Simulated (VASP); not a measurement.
# Pt in VASP: a series of runs

Runs on Pt. Level: LDA. Tasks: single point.

All numbers are computed with VASP 6.6.1; they aren't measurements. Logs are shortened: lines on timing, memory, paths and dates and some standing lists are left out, and cuts for length are marked.

**1. The cell of the first run**

The typed cell holds 2 atoms: a = 4.121 Å, b = 4.121 Å, c = 2.722 Å, α = 90.00°, β = 139.29°, γ = 90.00°.

**2. Single point, LDA**

INCAR reads:

```
ALGO = Fast
EDIFF = 1E-6
ENCUT = 520
ISIF = 2
ISMEAR = 0
ISYM = 0
LASPH = T
LCHARG = F
LREAL = F
LWAVE = F
NBANDS = 17
NELM = 80
PREC = Accurate
SIGMA = 0.1
```

KPOINTS reads:

```
k-points
0
Gamma
  9 9 19
```

POSCAR reads:

```
Pt
1.0
    4.1210444569      0.0000000000     -0.0035207974
    0.0000000000      4.1210459609      0.0000000000
   -2.0620760632      0.0000000000      1.7771872714
Pt
2
Direct
    0.0000000000      0.0000000000      0.0000000000
    0.5000000000      0.5000000000      0.0000000000
```

Potentials or basis: VASP PAW LDA potentials, release 64 (Pt).

Command:

```console
> cat potpaw_LDA.64/Pt/POTCAR > POTCAR
> mpirun -np 1 vasp_std > vasp.out
```

OUTCAR:

```text
EDIFF = 1E-6
   ENCUT = 520
   ISIF = 2
   ISMEAR = 0
   ISYM = 0
   LASPH = T
   LREAL = F
   NELM = 80
   PREC = Accurate

 ion  position               nearest neighbor table
   1  0.000  0.000  0.000-   2 2.72   2 2.72   2 2.72   2 2.72   2 2.91   2 2.91   2 2.91   2 2.91

   2  0.500  0.500  0.000-   1 2.72   1 2.72   1 2.72   1 2.72   1 2.91   1 2.91   1 2.91   1 2.91

IMPORTANT INFORMATION: All symmetrisations will be switched off!
NOSYMM: (Re-)initialisation of all symmetry stuff for point group C_1.

----------------------------------------------------------------------------------------

                                     Primitive cell

  volume of cell :      30.1521

  direct lattice vectors                    reciprocal lattice vectors
     4.121044457  0.000000000 -0.003520797     0.242897715  0.000000000  0.281834995
     0.000000000  4.121045961  0.000000000     0.000000000  0.242656842  0.000000000
    -2.062076063  0.000000000  1.777187271     0.000481206  0.000000000  0.563245247

  length of vectors
     4.121045961  4.121045961  2.722232960     0.372062178  0.242656842  0.563245453

  position of ions in fractional coordinates (direct lattice)
     0.000000000  0.000000000  0.000000000
     0.500000000  0.500000000  0.000000000

  ion indices of the primitive-cell ions
   primitive index   ion index
                 1           1
                 2           2

----------------------------------------------------------------------------------------

 KPOINTS: k-points

Automatic generation of k-mesh.
 Grid dimensions read from file:
 generate k-points for:    9    9   19

 Generating k-lattice:

  Cartesian coordinates                     Fractional coordinates (reciprocal lattice)
     0.026988635  0.000000000  0.031314999     0.111111111  0.000000000  0.000000000
     0.000000000  0.026961871  0.000000000     0.000000000  0.111111111  0.000000000
     0.000025327  0.000000000  0.029644487     0.000000000  0.000000000  0.052631579

  Length of vectors
     0.041340242  0.026961871  0.029644498

  Shift w.r.t. Gamma in fractional coordinates (k-lattice)
     0.000000000  0.000000000  0.000000000

 Subroutine IBZKPT returns following result:
 ===========================================

 Found    770 irreducible k-points:

[... 36 lines left out ...]
   PREC   = accura    normal or accurate (medium, high low for compatibility)
   ISTART =      0    job   : 0-new  1-cont  2-samecut
   ICHARG =      2    charge: 1-file 2-atom 10-const
   ISPIN  =      1    spin polarized calculation?
   LNONCOLLINEAR =      F non collinear calculations
   LSORBIT =      F    spin-orbit coupling
   LASPH  =      T    aspherical Exc in radial PAW
   ENCUT  =  520.0 eV  38.22 Ry    6.18 a.u.   7.66  7.66  5.06*2*pi/ulx,y,z
   NELM   =     80;   NELMIN=  2; NELMDL= -5     # of ELM steps
   EDIFF  = 0.1E-05   stopping-criterion for ELM
   LREAL  =      F    real-space projection
   EDIFFG = 0.1E-04   stopping-criterion for IOM
   NSW    =      0    number of steps for IOM
   IBRION =     -1    ionic relax: 0-MD 1-quasi-New 2-CG
   NFREE  =      0    steps in history (QN), initial steepest desc. (CG)
   ISIF   =      2    stress and relaxation
   ISYM   =      0    0-nonsym 1-usesym 2-fastsym
   POTIM  = 0.5000    time-step for ionic-motion
   TEBEG  =    0.0;   TEEND  =   0.0 temperature during run
   PSTRESS=    0.0 pullay stress
   NELECT =      20.0000    total number of electrons
   NUPDOWN=      -1.0000    fix difference up-down
   EMIN   =  10.00;   EMAX   =-10.00  energy-range for DOS
   EFERMI =   0.00;   METHOD = LEGACY
   ISMEAR =     0;   SIGMA  =   0.10  broadening in eV -4-tet -1-fermi 0-gaus
   EFERMI_NEDOS =   21; number of points for ismear=-14 and -15
   IALGO  =     68    algorithm
   IMIX   =      4    mixing-type and parameters
     AMIX     =   0.40;   BMIX     =  1.00
     AMIX_MAG =   1.60;   BMIX_MAG =  1.00
  volume/ion in A,a.u.               =      15.08       101.74
  Fermi-wavevector in a.u.,A,eV,Ry     =   1.427729  2.698016 27.734250  2.038410
  Thomas-Fermi vector in A             =   2.547867
   LORBIT       =      0    0 simple, 1 ext, 2 COOP (PROOUT), +10 PAW based schemes
   GGA     = CA    functional components
   LHFCALC =     F    Hartree Fock is set to
   AEXX    =    0.0000 exact exchange contribution
   IVDW    =     0    specifies the selected vdW correction
   LEPSILON=     F    determine dielectric tensor
   LRPA    =     F    only Hartree local field effects (RPA)
 non-spin polarized calculation
 RMM-DIIS sequential band-by-band and
 Gauss-broadening in eV      SIGMA  =   0.10
  energy-cutoff  :      520.00
  volume of cell :       30.15
 maximum number of plane-waves:       830
   NGX = 15   NGY = 15   NGZ = 11

 number of electron      19.9999999 magnetization

 Free energy of the ion-electron system (eV)
  ---------------------------------------------------
  ext. energy  EPLUGINS =         0.00000000
  ---------------------------------------------------
  free energy    TOTEN  =       -14.91709177 eV

  energy without entropy =      -14.89997709  energy(sigma->0) =      -14.90853443

 E-fermi :  11.0416     XC(G=0): -13.6863

 val. band max:       11.0388294003   @ k =  -0.1111   0.0000   0.4737
 cond. band min:      11.0428628401   @ k =   0.3333   0.1111  -0.3684
 fundamental gap:      0.0040334398
 Fermi energy:        11.0415649329

 k-point     1 :       0.0000    0.0000    0.0000
  band No.  band energies     occupation
      1       0.9006      2.00000
      2       3.9653      2.00000
      3       4.6822      2.00000
      4       6.9391      2.00000
      5       6.9410      2.00000
      6       8.4689      2.00000
[... 457 lines left out ...]
      4       6.2807      2.00000
      5       7.8860      2.00000
      6       7.9941      2.00000
[... 9 lines left out ...]
     16      28.1745      0.00000
     17      29.1212      0.00000

 [... further k-points ...]
[... 5 lines left out ...]
  --------------------------------------------------------------------------------------
  -------------------------------------------------------------------------------------
  Total       -1.1999461     -1.1778608      0.1284986     -0.0000003      0.0000000      0.0090328
  in kB      -63.7609969    -62.5874579      6.8279700     -0.0000150      0.0000023      0.4799733
  external PRESSURE =     -39.8401616 kB  Pullay stress =       0.0000000 kB

 VOLUME and BASIS-vectors are now :
 -----------------------------------------------------------------------------
  energy-cutoff  :      520.00
  volume of cell :       30.15
      direct lattice vectors                 reciprocal lattice vectors
     4.121044457  0.000000000 -0.003520797     0.242897715  0.000000000  0.281834995
     0.000000000  4.121045961  0.000000000     0.000000000  0.242656842  0.000000000
    -2.062076063  0.000000000  1.777187271     0.000481206  0.000000000  0.563245247

 POSITION                                       TOTAL-FORCE (eV/Angst)
 -----------------------------------------------------------------------------------
      0.00000      0.00000      0.00000        -0.000017      0.000019      0.000000
      2.06052      2.06052     -0.00176         0.000017     -0.000019     -0.000000
 -----------------------------------------------------------------------------------
    total drift:                               -0.000014     -0.000023     -0.000009

  FREE ENERGIE OF THE ION-ELECTRON SYSTEM (eV)
  ---------------------------------------------------
  free  energy   TOTEN  =       -14.9170917658 eV

  energy  without entropy=      -14.8999770871  energy(sigma->0) =      -14.90853443
```

OSZICAR:

```text
N       E                     dE             d eps       ncg     rms          rms(c)
DAV:   1     0.102840885397E+03    0.10284E+03   -0.10266E+04 26580   0.112E+03
DAV:   2    -0.138135207951E+02   -0.11665E+03   -0.11070E+03 28669   0.248E+02
DAV:   3    -0.157678163213E+02   -0.19543E+01   -0.19302E+01 31527   0.322E+01
DAV:   4    -0.157779940565E+02   -0.10178E-01   -0.10176E-01 30221   0.247E+00
[... 11 lines left out ...]
RMM:  16    -0.149170963919E+02    0.63971E-05   -0.24973E-06 21152   0.119E-02    0.910E-02
RMM:  17    -0.149170993192E+02   -0.29273E-05   -0.22826E-06 17330   0.113E-02    0.108E-01
RMM:  18    -0.149170956352E+02    0.36840E-05   -0.16461E-06 14884   0.101E-02    0.808E-02
RMM:  19    -0.149170919118E+02    0.37234E-05   -0.40778E-06 23827   0.168E-02    0.181E-02
RMM:  20    -0.149170917658E+02    0.14606E-06   -0.40879E-07 14523   0.565E-03
   1 F= -.14917092E+02 E0= -.14908534E+02  d E =-.171147E-01
```

stdout:

```text
POSCAR found type information on POSCAR Pt
 POSCAR found :  1 types and       2 ions
 scaLAPACK will be used
 LDA part: xc-table for (Slater(with rela. corr.)+CA(PZ))
 , standard interpolation
 POSCAR, INCAR and KPOINTS ok, starting setup
 FFT: planning ... GRIDC
 FFT: planning ... GRID_SOFT
 FFT: planning ... GRID
 WAVECAR not read
 entering main loop
```

Run time: 4.3 min. Hardware: 1 thread of Intel Xeon Platinum 8488C (Sapphire Rapids), shared host; peak memory 0.41 GiB.

Results:

| Item | Value |
| --- | --- |
| Free energy | -14.9171 eV |
| Pressure | -4.0 GPa |
| Band gap on the k mesh | zero (bands 10 and 11 overlap by 1.78 eV) |

Caveat: the cell stands under tension; spin-orbit coupling is left out, which moves the levels of the heavy elements.

**3. Single point, LDA**

This run uses another cell than the first one, of 15.44 Å³/atom.

INCAR reads:

```
SYSTEM = Pt
  PREC = Accurate
  ENCUT = 520
  EDIFF = 1E-6
  ISMEAR = 0
  SIGMA = 0.1
  LREAL = .FALSE.
  LASPH = .TRUE.
  NELM = 60
  ALGO = Fast
  ISIF = 2
  LWAVE = .FALSE.
  LCHARG = .TRUE.
  LELF = .TRUE.
  LVHAR = .TRUE.
  NBANDS = 17
  ISYM = 0
```

KPOINTS reads:

```
regular mesh
0
G
  9 9 19
  0 0 0
```

POSCAR reads:

```
Pt
1.0
    4.1210459609      0.0000000000      0.0000000000
    0.0000000000      4.1210459609      0.0000000000
   -2.0605229805      0.0000000000      1.8187426153
Pt
2
Direct
    0.0000000000      0.0000000000      0.0000000000
    0.5000000000      0.5000000000      0.0000000000
```

Potentials or basis: VASP PAW LDA potentials, release 64 (Pt).

Command:

```console
> cat potpaw_LDA.64/Pt/POTCAR > POTCAR
> mpirun -np 1 vasp_std > vasp.out
```

Run time: 2.9 min. Hardware: 1 thread of Intel Xeon Platinum 8488C (Sapphire Rapids), shared host; peak memory 0.42 GiB.

The run converged. Its results:

| Item | Value |
| --- | --- |
| Free energy | -14.9040 eV |
| Pressure | -10.6 GPa |
| Band gap on the k mesh | zero (bands 10 and 11 overlap by 1.68 eV) |

Stress tensor (GPa, compression positive):
```
-12.73   0.00  -0.14
  0.00 -12.54   0.00
 -0.14   0.00  -6.44
```

Levels at points of the mesh, in eV from the Fermi level:
```csv
k point,band 7,band 8,band 9,band 10,band 11,band 12,band 13,band 14
"(0.00, 0.00, 0.00)",-2.34,-0.86,-0.08,0.00,0.94,1.15,7.74,11.80
```

Caveat: the cell stands under tension; spin-orbit coupling is left out, which moves the levels of the heavy elements.
